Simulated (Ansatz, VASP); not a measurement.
BAs in VASP and in Ansatz

The input INCAR:

```
PREC = Accurate
ENCUT = 520
EDIFF = 1E-8
ISMEAR = -1
SIGMA = 0.08
LREAL = F
LASPH = T
NELM = 80
ALGO = Normal
ISIF = 2
LWAVE = F
LCHARG = F
GGA = PE
LEFG = T
NBANDS = 11
```

Contents of KPOINTS:

```
Automatic mesh
0
Gamma
  15 15 15
```

POSCAR

```
BAs
1.0
    0.0000000000      2.3885194947      2.3885194947
    2.3885194947      0.0000000000      2.3885194947
    2.3885194947      2.3885194947      0.0000000000
B As
1 1
Direct
    0.0000000000      0.0000000000      0.0000000000
    0.2500000000      0.2500000000      0.2500000000
```

Input for Ansatz:

```yaml
crystal:
  lattice:
    - [0.0, 2.3885194947, 2.3885194947]
    - [2.3885194947, 0.0, 2.3885194947]
    - [2.3885194947, 2.3885194947, 0.0]
  atoms:
    - { symbol: B, position: [0.0, 0.0, 0.0] }
    - { symbol: As, position: [0.25, 0.25, 0.25] }
kpoints:
  mp_grid: { grid: [15, 15, 15] }
scf:
  occupations: { method: fermi_dirac, width: 0.08 }
hamiltonian:
  xc: pbe
  pseudopotentials: { kind: paw }
output:
  forces: true
  stress: true
  eigenvalues: true
  efg: { contact_densities: true }
```

Change from the starting cell: volume scaled by 0.98, PAW files.

Alike in both runs: task electric field gradients; functional PBE; k mesh 15 × 15 × 15; occupations fermi-dirac, width 0.08 eV; no spin polarisation.

|  | VASP | Ansatz |
| --- | --- | --- |
| version | VASP 6.6.1 | Ansatz 0.2.0 |
| potentials or method | VASP PAW PBE potentials, release 64 (B, As) | PAW with Ansatz's default frozen-core files, scalar-relativistic |
| plane-wave cutoff (eV) | 520 | 420 |
| valence electrons in the cell | 8 | 18 |

|  | VASP | Ansatz | Ansatz less VASP |
| --- | --- | --- | --- |
| pressure (GPa) | 3.4 | 2.8 | -0.66 |

With one functional, cell and mesh, what is left measures potentials, basis and numerics. VASP's potentials hold 8 valence electrons a cell and Ansatz's 18, so a difference there can come from the potentials and not from the codes.
